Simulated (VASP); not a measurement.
# OsCl3 (Pm-3m) in VASP: a series of runs

The runs below take OsCl3 through single point, with PBE+U.

Program: VASP 6.6.1. These are calculated values, not measurements. Logs are shortened: lines on timing, memory, paths and dates and some standing lists are left out, and cuts for length are marked.

### 1 The cell of the first run

The structure is cubic, space group Pm-3m (No. 221). Conventional cell: a = 4.787 Å, b = 4.787 Å, c = 4.787 Å, α = 90.00°, β = 90.00°, γ = 90.00°. Within 3.2 Å of Os (site symmetry m-3m) lie 6 Cl at 2.39 Å. Within 3.2 Å of Cl (site symmetry 4/mmm) lie 2 Os at 2.39 Å.

### 2 Single point, PBE+U, collinear spin (27.42 Å³/atom)

The input, INCAR:

```
PREC     = Accurate       # precision mode
ENCUT    = 520            # plane-wave cutoff, eV
EDIFF    = 1E-7           # SCF threshold, eV
ISMEAR   = 0              # smearing method
SIGMA    = 0.05           # smearing width, eV
LREAL    = F              # projectors in reciprocal space
LASPH    = T              # aspherical terms in the spheres
NELM     = 150            # most SCF steps
ALGO     = Normal         # electronic algorithm
ISIF     = 2              # what is computed and relaxed
LWAVE    = F              # write WAVECAR
LCHARG   = T              # write CHGCAR
ISPIN    = 2              # spin polarisation
MAGMOM   = 1.84 0.13 0.13 0.15 # initial moments
LORBIT   = 11             # projections on sites
LMAXMIX  = 4              # l up to which the mixer works
LDAU     = T              # DFT+U
LDAUTYPE = 2            
LDAUL    = 2 -1           # shell
LDAUU    = 2 0            # U, eV
LDAUJ    = 0 0          
LDAUPRINT= 1            
GGA      = PE             # functional
LELF     = T              # ELF
LVHAR    = T            
NBANDS   = 26             # bands
```

The input, KPOINTS:

```
Automatic mesh
0
Gamma
  6 6 6
```

The input, POSCAR:

```
OsCl3
1.0
    4.7866417713      0.0000000000      0.0000000000
    0.0000000000      4.7866417713      0.0000000000
    0.0000000000      0.0000000000      4.7866417713
Os Cl
1 3
Direct
    0.0000000000      0.0000000000      0.0000000000
    0.5000000000      0.0000000000      0.0000000000
    0.0000000000      0.0000000000      0.5000000000
    0.0000000000      0.5000000000      0.0000000000
```

Potentials or basis: VASP PAW PBE potentials, release 64 (Os, Cl).

Run with:

```
$ cat potpaw_PBE.64/Os/POTCAR potpaw_PBE.64/Cl/POTCAR > POTCAR
$ mpirun -np 1 vasp_std > vasp.out
```

OUTCAR:

```text
PREC = Accurate
   ENCUT = 520
   EDIFF = 1E-7
   ISMEAR = 0
   LREAL = F
   LASPH = T
   NELM = 150
   ISIF = 2
   ISPIN = 2
   LORBIT = 11
   GGA = PE

 ion  position               nearest neighbor table
   1  0.000  0.000  0.000-   2 2.39   3 2.39   4 2.39   3 2.39   4 2.39   2 2.39
   2  0.500  0.000  0.000-   1 2.39   1 2.39
   3  0.000  0.000  0.500-   1 2.39   1 2.39
   4  0.000  0.500  0.000-   1 2.39   1 2.39

  LATTYP: Found a simple cubic cell.
 ALAT       =     4.7866417713

  Lattice vectors:

 A1 = (   4.7866417713,   0.0000000000,   0.0000000000)
 A2 = (   0.0000000000,   4.7866417713,   0.0000000000)
 A3 = (   0.0000000000,   0.0000000000,   4.7866417713)

Analysis of symmetry for initial positions (statically):
=====================================================================
 Subroutine PRICEL returns:
 Original cell was already a primitive cell.

 Routine SETGRP: Setting up the symmetry group for a
 simple cubic supercell.

 Subroutine GETGRP returns: Found 48 space group operations
 (whereof 48 operations were pure point group operations)
 out of a pool of 48 trial point group operations.

The static configuration has the point symmetry O_h .

Analysis of symmetry for dynamics (positions and initial velocities):
=====================================================================
 Subroutine PRICEL returns:
 Original cell was already a primitive cell.

 Routine SETGRP: Setting up the symmetry group for a
 simple cubic supercell.

 Subroutine GETGRP returns: Found 48 space group operations
 (whereof 48 operations were pure point group operations)
 out of a pool of 48 trial point group operations.

The dynamic configuration has the point symmetry O_h .

Analysis of structural, dynamic, and magnetic symmetry:
=====================================================================
 Subroutine PRICEL returns:
 Original cell was already a primitive cell.

 Routine SETGRP: Setting up the symmetry group for a
 simple cubic supercell.

 Subroutine GETGRP returns: Found 16 space group operations
 (whereof 16 operations were pure point group operations)
 out of a pool of 48 trial point group operations.

The overall configuration has the point symmetry D_4h.

 Subroutine INISYM returns: Found 16 space group operations
 (whereof 16 operations are pure point group operations),
 and found     1 'primitive' translations

----------------------------------------------------------------------------------------

                                     Primitive cell

  volume of cell :     109.6712

  direct lattice vectors                    reciprocal lattice vectors
     4.786641771  0.000000000  0.000000000     0.208914736  0.000000000  0.000000000
     0.000000000  4.786641771  0.000000000     0.000000000  0.208914736  0.000000000
     0.000000000  0.000000000  4.786641771     0.000000000  0.000000000  0.208914736

  length of vectors
     4.786641771  4.786641771  4.786641771     0.208914736  0.208914736  0.208914736

  position of ions in fractional coordinates (direct lattice)
     0.000000000  0.000000000  0.000000000
     0.500000000  0.000000000  0.000000000
     0.000000000  0.000000000  0.500000000
     0.000000000  0.500000000  0.000000000

  ion indices of the primitive-cell ions
   primitive index   ion index
                 1           1
                 2           2
                 3           3
                 4           4

----------------------------------------------------------------------------------------

 KPOINTS: Automatic mesh

Automatic generation of k-mesh.
 Grid dimensions read from file:
 generate k-points for:    6    6    6

 Generating k-lattice:

  Cartesian coordinates                     Fractional coordinates (reciprocal lattice)
     0.034819123  0.000000000  0.000000000     0.166666667  0.000000000  0.000000000
[... 44 lines left out ...]
   dimension x,y,z NGX =    36 NGY =   36 NGZ =   36
   dimension x,y,z NGXF=    72 NGYF=   72 NGZF=   72
   ions per type =               1   3
   NGX,Y,Z   is equivalent  to a cutoff of  12.50, 12.50, 12.50 a.u.
   NGXF,Y,Z  is equivalent  to a cutoff of  25.01, 25.01, 25.01 a.u.
 SYSTEM =  unknown system
   PREC   = accura    normal or accurate (medium, high low for compatibility)
   ISTART =      0    job   : 0-new  1-cont  2-samecut
   ICHARG =      2    charge: 1-file 2-atom 10-const
   ISPIN  =      2    spin polarized calculation?
   LNONCOLLINEAR =      F non collinear calculations
   LSORBIT =      F    spin-orbit coupling
   LASPH  =      T    aspherical Exc in radial PAW
   ENCUT  =  520.0 eV  38.22 Ry    6.18 a.u.   8.90  8.90  8.90*2*pi/ulx,y,z
   NELM   =    150;   NELMIN=  2; NELMDL= -5     # of ELM steps
   EDIFF  = 0.1E-06   stopping-criterion for ELM
   LREAL  =      F    real-space projection
   EDIFFG = 0.1E-05   stopping-criterion for IOM
   NSW    =      0    number of steps for IOM
   IBRION =     -1    ionic relax: 0-MD 1-quasi-New 2-CG
   NFREE  =      0    steps in history (QN), initial steepest desc. (CG)
   ISIF   =      2    stress and relaxation
   ISYM   =      2    0-nonsym 1-usesym 2-fastsym
   POTIM  = 0.5000    time-step for ionic-motion
   TEBEG  =    0.0;   TEEND  =   0.0 temperature during run
   PSTRESS=    0.0 pullay stress
   NELECT =      29.0000    total number of electrons
   NUPDOWN=      -1.0000    fix difference up-down
   EMIN   =  10.00;   EMAX   =-10.00  energy-range for DOS
   EFERMI =   0.00;   METHOD = LEGACY
   ISMEAR =     0;   SIGMA  =   0.05  broadening in eV -4-tet -1-fermi 0-gaus
   EFERMI_NEDOS =   21; number of points for ismear=-14 and -15
   IALGO  =     38    algorithm
   IMIX   =      4    mixing-type and parameters
     AMIX     =   0.40;   BMIX     =  1.00
     AMIX_MAG =   1.60;   BMIX_MAG =  1.00
  volume/ion in A,a.u.               =      27.42       185.02
  Fermi-wavevector in a.u.,A,eV,Ry     =   1.050775  1.985678 15.022587  1.104129
  Thomas-Fermi vector in A             =   2.185792
   LORBIT       =     11    0 simple, 1 ext, 2 COOP (PROOUT), +10 PAW based schemes
 LDA+U is selected, type is set to LDAUTYPE =  2
   angular momentum for each species LDAUL =     2   -1
   U (eV)           for each species LDAUU =   2.0  0.0
   J (eV)           for each species LDAUJ =   0.0  0.0
   GGA     = PE    functional components
   LHFCALC =     F    Hartree Fock is set to
   AEXX    =    0.0000 exact exchange contribution
   IVDW    =     0    specifies the selected vdW correction
   LEPSILON=     F    determine dielectric tensor
   LRPA    =     F    only Hartree local field effects (RPA)
 spin polarized calculation
 Gauss-broadening in eV      SIGMA  =   0.05
  energy-cutoff  :      520.00
  volume of cell :      109.67
 maximum number of plane-waves:      3016
 NGX is ok and might be reduce to    36
   NGX = 17   NGY = 17   NGZ = 17

atom =   1  type =  1  l = 2

 onsite density matrix

spin component  1

  0.9630 -0.0000  0.0000 -0.0000 -0.0000
 -0.0000  0.9630 -0.0000 -0.0000  0.0000
  0.0000 -0.0000  0.7462  0.0000  0.0000
 -0.0000 -0.0000  0.0000  0.9630  0.0000
 -0.0000  0.0000  0.0000  0.0000  0.7462

spin component  2

  0.3927 -0.0000 -0.0000  0.0000  0.0000
 -0.0000  0.3927  0.0000 -0.0000 -0.0000
 -0.0000  0.0000  0.2646  0.0000  0.0000
  0.0000 -0.0000  0.0000  0.3927 -0.0000
  0.0000 -0.0000  0.0000 -0.0000  0.2646

 occupancies and eigenvectors

  o =  0.2646  v =  0.0000  0.0000  0.0000  0.0000  0.0000  0.0000  0.0000  0.8660 -0.0000 -0.5000      0.0000  0.0000  0.0000  0.0000  0.0000  0.0000  0.0000  0.0000  0.0000  0.0000
  o =  0.2646  v =  0.0000  0.0000  0.0000  0.0000  0.0000  0.0000  0.0000 -0.5000  0.0000 -0.8660      0.0000  0.0000  0.0000  0.0000  0.0000  0.0000  0.0000  0.0000  0.0000  0.0000
  o =  0.3927  v =  0.0000  0.0000  0.0000  0.0000  0.0000  1.0000  0.0000  0.0000  0.0000  0.0000      0.0000  0.0000  0.0000  0.0000  0.0000  0.0000  0.0000  0.0000  0.0000  0.0000
  o =  0.3927  v =  0.0000  0.0000  0.0000  0.0000  0.0000  0.0000  1.0000 -0.0000  0.0000  0.0000      0.0000  0.0000  0.0000  0.0000  0.0000  0.0000  0.0000  0.0000  0.0000  0.0000
  o =  0.3927  v =  0.0000  0.0000  0.0000  0.0000  0.0000  0.0000 -0.0000  0.0000  1.0000 -0.0000      0.0000  0.0000  0.0000  0.0000  0.0000  0.0000  0.0000  0.0000  0.0000  0.0000
  o =  0.7462  v =  0.0000 -0.0000  0.8660 -0.0000 -0.5000  0.0000  0.0000  0.0000  0.0000  0.0000      0.0000  0.0000  0.0000  0.0000  0.0000  0.0000  0.0000  0.0000  0.0000  0.0000
  o =  0.7462  v =  0.0000 -0.0000  0.5000  0.0000  0.8660  0.0000  0.0000  0.0000  0.0000  0.0000      0.0000  0.0000  0.0000  0.0000  0.0000  0.0000  0.0000  0.0000  0.0000  0.0000
  o =  0.9630  v =  1.0000  0.0000  0.0000  0.0000  0.0000  0.0000  0.0000  0.0000  0.0000  0.0000      0.0000  0.0000  0.0000  0.0000  0.0000  0.0000  0.0000  0.0000  0.0000  0.0000
  o =  0.9630  v =  0.0000 -1.0000 -0.0000 -0.0000  0.0000  0.0000  0.0000  0.0000  0.0000  0.0000      0.0000  0.0000  0.0000  0.0000  0.0000  0.0000  0.0000  0.0000  0.0000  0.0000
  o =  0.9630  v =  0.0000 -0.0000  0.0000  1.0000 -0.0000  0.0000  0.0000  0.0000  0.0000  0.0000      0.0000  0.0000  0.0000  0.0000  0.0000  0.0000  0.0000  0.0000  0.0000  0.0000

 number of electron      28.9999991 magnetization       3.0833333

 Free energy of the ion-electron system (eV)
  ---------------------------------------------------
  ext. energy  EPLUGINS =         0.00000000
  ---------------------------------------------------
  free energy    TOTEN  =       -14.48897255 eV

  energy without entropy =      -14.48334875  energy(sigma->0) =      -14.48616065

 E-fermi :   1.5766     XC(G=0):  -8.0849

 val. band max:        1.5737392797   @ k =   0.5000   0.3333   0.0000
 cond. band min:       1.5953490760   @ k =   0.3333   0.0000   0.3333
 fundamental gap:      0.0216097963
 Fermi energy:         1.5765640978

 spin component 1

 k-point     1 :       0.0000    0.0000    0.0000
  band No.  band energies     occupation
      1     -15.1172      1.00000
      2     -14.2373      1.00000
      3     -14.2373      1.00000
      4      -3.9199      1.00000
      5      -3.9199      1.00000
      6      -3.9199      1.00000
[... 1385 lines left out ...]
     25      12.0483      0.00000
     26      12.1404      0.00000

 [... further k-points ...]

------------------------ aborting loop because EDIFF is reached ----------------------------------------

  FORCE on cell =-STRESS in cart. coord.  units (eV):
  Direction    XX          YY          ZZ          XY          YZ          ZX
  --------------------------------------------------------------------------------------
  -------------------------------------------------------------------------------------
  Total        1.6779223      1.6777295      1.6779223      0.0000000      0.0000000     -0.0000000
  in kB       24.5126157     24.5097992     24.5126157      0.0000000      0.0000000     -0.0000000
  external PRESSURE =      24.5116769 kB  Pullay stress =       0.0000000 kB

 VOLUME and BASIS-vectors are now :
 -----------------------------------------------------------------------------
  energy-cutoff  :      520.00
  volume of cell :      109.67
      direct lattice vectors                 reciprocal lattice vectors
     4.786641771  0.000000000  0.000000000     0.208914736  0.000000000  0.000000000
     0.000000000  4.786641771  0.000000000     0.000000000  0.208914736  0.000000000
     0.000000000  0.000000000  4.786641771     0.000000000  0.000000000  0.208914736

 POSITION                                       TOTAL-FORCE (eV/Angst)
 -----------------------------------------------------------------------------------
      0.00000      0.00000      0.00000         0.000000      0.000000      0.000000
      2.39332      0.00000      0.00000         0.000000      0.000000      0.000000
      0.00000      0.00000      2.39332         0.000000      0.000000      0.000000
      0.00000      2.39332      0.00000         0.000000      0.000000      0.000000
 -----------------------------------------------------------------------------------
    total drift:                                0.000000      0.000000     -0.000000

  FREE ENERGIE OF THE ION-ELECTRON SYSTEM (eV)
  ---------------------------------------------------
  free  energy   TOTEN  =       -14.4889725451 eV

  energy  without entropy=      -14.4833487459  energy(sigma->0) =      -14.48616065

 total charge

# of ion       s       p       d       tot
------------------------------------------
    1        0.464   0.487   6.026   6.976
    2        1.598   3.506   0.000   5.104
    3        1.598   3.506   0.000   5.104
    4        1.598   3.506   0.000   5.104
--------------------------------------------------
tot          5.258  11.006   6.026  22.290

 magnetization (x)

# of ion       s       p       d       tot
------------------------------------------
    1        0.061   0.032   2.654   2.747
    2        0.018   0.104   0.000   0.122
    3        0.018   0.104   0.000   0.122
    4        0.018   0.104   0.000   0.122
--------------------------------------------------
tot          0.115   0.344   2.654   3.113
```

It took 8.9 min on 1 thread of Intel Xeon 6975P-C (Granite Rapids), shared host; peak memory 0.36 GiB.

What came out:

```
Free energy                                           : -14.4890 eV
Pressure                                              : 2.5 GPa
Net moment                                            : 3.08 μB per cell
Site moments                                          : Os +2.75; Cl +0.12 μB
Valence electrons inside the program's atomic spheres : Os 6.98; Cl 5.10
```

Levels at points of the mesh, in eV from the Fermi level:
Spin up:
```csv
k point,band 12,band 13,band 14,band 15,band 16,band 17,band 18,band 19,band 20,band 21
"(0.00, 0.00, 0.00)",-3.01,-2.81,-2.81,-2.81,-2.38,-2.38,1.50,4.63,7.75,7.75
"(0.50, 0.00, 0.00)",-2.88,-2.88,-2.38,-1.46,-1.46,-0.65,6.29,6.70,6.73,9.51
"(0.00, 0.50, 0.00)",-2.88,-2.88,-2.38,-1.46,-1.46,-0.65,6.29,6.70,6.73,9.51
"(0.50, 0.50, 0.00)",-2.14,-1.66,-1.45,-1.45,-1.30,3.38,7.21,7.29,7.29,8.17
"(0.50, 0.00, 0.50)",-2.14,-1.66,-1.45,-1.45,-1.30,3.38,7.21,7.29,7.29,8.17
"(0.50, 0.50, 0.50)",-2.13,-1.28,-1.28,-1.28,3.38,3.38,5.41,6.14,6.14,6.14
```
Spin down:
```
           k point  band 10  band 11  band 12  band 13  band 14  band 15  band 16  band 17
(0.00, 0.00, 0.00)    -2.63    -2.63    -2.63    -1.45    -1.45    -1.45     0.06     0.06
(0.50, 0.00, 0.00)    -2.95    -2.67    -2.67    -1.43     0.06     0.37     0.37     1.15
(0.00, 0.50, 0.00)    -2.95    -2.67    -2.67    -1.43     0.07     0.37     0.37     1.15
(0.50, 0.50, 0.00)    -3.29    -3.29    -1.88     0.38     0.38     0.50     0.90     5.06
(0.50, 0.00, 0.50)    -3.29    -3.29    -1.88     0.38     0.38     0.50     0.90     5.06
(0.50, 0.50, 0.50)    -1.87    -1.87    -1.87     0.92     0.92     0.92     5.06     5.06
```

Eigenvalues of the final occupation matrices:
```tsv
site	spin	trace	eigenvalues
site 1 d	1	4.38	0.75 0.75 0.96 0.96 0.96
site 1 d	2	1.71	0.26 0.26 0.39 0.39 0.39
```

Caveat: spin-orbit coupling is left out, which moves the levels of the heavy elements.

### 3 Single point, PBE+U, collinear spin (27.98 Å³/atom)

This run uses another cell than the first one, of 27.98 Å³/atom.

The input, INCAR:

```
PREC = Accurate
ENCUT = 520
EDIFF = 1E-6
ISMEAR = 0
SIGMA = 0.05
LREAL = F
LASPH = T
NELM = 150
ALGO = Normal
ISIF = 2
LWAVE = F
LCHARG = F
ISPIN = 2
MAGMOM = 1.86 0.13 0.13 0.14
LORBIT = 11
LMAXMIX = 4
LDAU = T
LDAUTYPE = 2
LDAUL = 2 -1
LDAUU = 2 0
LDAUJ = 0 0
LDAUPRINT = 1
GGA = PE
NBANDS = 26
```

KPOINTS is that of step 2.

The input, POSCAR:

```
OsCl3
1.0
    4.8189849265      0.0000000000      0.0000000000
    0.0000000000      4.8189849265      0.0000000000
    0.0000000000      0.0000000000      4.8189849265
Os Cl
1 3
Direct
    0.0000000000      0.0000000000      0.0000000000
    0.5000000000      0.0000000000      0.0000000000
    0.0000000000      0.0000000000      0.5000000000
    0.0000000000      0.5000000000      0.0000000000
```

Potentials or basis: VASP PAW PBE potentials, release 64 (Os, Cl).

Run with:

```
$ cat potpaw_PBE.64/Os/POTCAR potpaw_PBE.64/Cl/POTCAR > POTCAR
$ mpirun -np 1 vasp_std > vasp.out
```

Wall time 3.3 min (1 thread of Intel Xeon 6975P-C (Granite Rapids), shared host); peak memory 0.35 GiB.

The run converged. Its results:

| Item | Value |
| --- | --- |
| Free energy | -14.5141 eV |
| Pressure | 1.1 GPa |
| Net moment | 3.08 μB per cell |
| Site moments | Os +2.75; Cl +0.12 μB |
| Valence electrons inside the program's atomic spheres | Os 6.92; Cl 5.10 |

Levels at points of the mesh, in eV from the Fermi level:
Spin up:
| k point | band 14 | band 15 | band 16 | band 17 | band 18 | band 19 |
| --- | --- | --- | --- | --- | --- | --- |
| (0.00, 0.00, 0.00) | -2.80 | -2.80 | -2.39 | -2.39 | 1.37 | 4.64 |
| (0.50, 0.00, 0.00) | -2.39 | -1.50 | -1.50 | -0.72 | 6.05 | 6.70 |
| (0.00, 0.50, 0.00) | -2.39 | -1.50 | -1.50 | -0.72 | 6.05 | 6.70 |
| (0.50, 0.50, 0.00) | -1.49 | -1.49 | -1.35 | 3.20 | 7.20 | 7.21 |
| (0.50, 0.00, 0.50) | -1.49 | -1.49 | -1.35 | 3.20 | 7.20 | 7.21 |
| (0.50, 0.50, 0.50) | -1.33 | -1.33 | 3.21 | 3.21 | 5.46 | 6.08 |
Spin down:
| k point | band 11 | band 12 | band 13 | band 14 | band 15 | band 16 |
| --- | --- | --- | --- | --- | --- | --- |
| (0.00, 0.00, 0.00) | -2.62 | -2.62 | -1.37 | -1.37 | -1.37 | -0.02 |
| (0.50, 0.00, 0.00) | -2.66 | -2.66 | -1.35 | -0.02 | 0.37 | 0.37 |
| (0.00, 0.50, 0.00) | -2.66 | -2.66 | -1.35 | -0.02 | 0.37 | 0.37 |
| (0.50, 0.50, 0.00) | -3.24 | -1.89 | 0.37 | 0.37 | 0.41 | 0.89 |
| (0.50, 0.00, 0.50) | -3.24 | -1.89 | 0.37 | 0.37 | 0.41 | 0.89 |
| (0.50, 0.50, 0.50) | -1.88 | -1.88 | 0.91 | 0.91 | 0.91 | 4.84 |

Eigenvalues of the final occupation matrices:
```tsv
site	spin	trace	eigenvalues
site 1 d	1	4.37	0.74 0.74 0.96 0.96 0.96
site 1 d	2	1.69	0.28 0.28 0.38 0.38 0.38
```

Caveat: spin-orbit coupling is left out, which moves the levels of the heavy elements.

(Part 1 of 2 ends here.)
